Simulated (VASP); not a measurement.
A run of VASP 6.6.1 is set up as follows.

The input INCAR:

```
ALGO = Normal
EDIFF = 1E-6
ENCUT = 600
GGA = PE
GGA_COMPAT = F
ISIF = 2
ISMEAR = 1
LASPH = T
LCHARG = F
LREAL = F
LWAVE = F
NBANDS = 14
NELM = 120
PREC = Accurate
SIGMA = 0.1
```

File KPOINTS:

```
k-points
0
Gamma
  11 11 11
```

File POSCAR:

```
TaC
1.0
    0.0000000000      2.1462829020      2.1462829020
    2.1462829020      0.0000000000      2.1462829020
    2.1462829020      2.1462829020      0.0000000000
Ta C
1 1
Direct
    0.0000000000      0.0000000000      0.0000000000
    0.5000000000      0.5000000000      0.5000000000
```

Potentials or basis: VASP PAW PBE potentials, release 64 (Ta_pv, C).

The run is started by

```sh
$ cat potpaw_PBE.64/Ta_pv/POTCAR potpaw_PBE.64/C/POTCAR > POTCAR
$ mpirun -np 1 vasp_std > vasp.out
```

Task: Estimate the pressure.

Result: 53.8 GPa.

Task: Predict the band gap on the k mesh.

Result: Zero (an odd number of electrons rules out a gap without spin polarisation).

Caveat: the cell stands under pressure; spin-orbit coupling is left out, which moves the levels of the heavy elements.
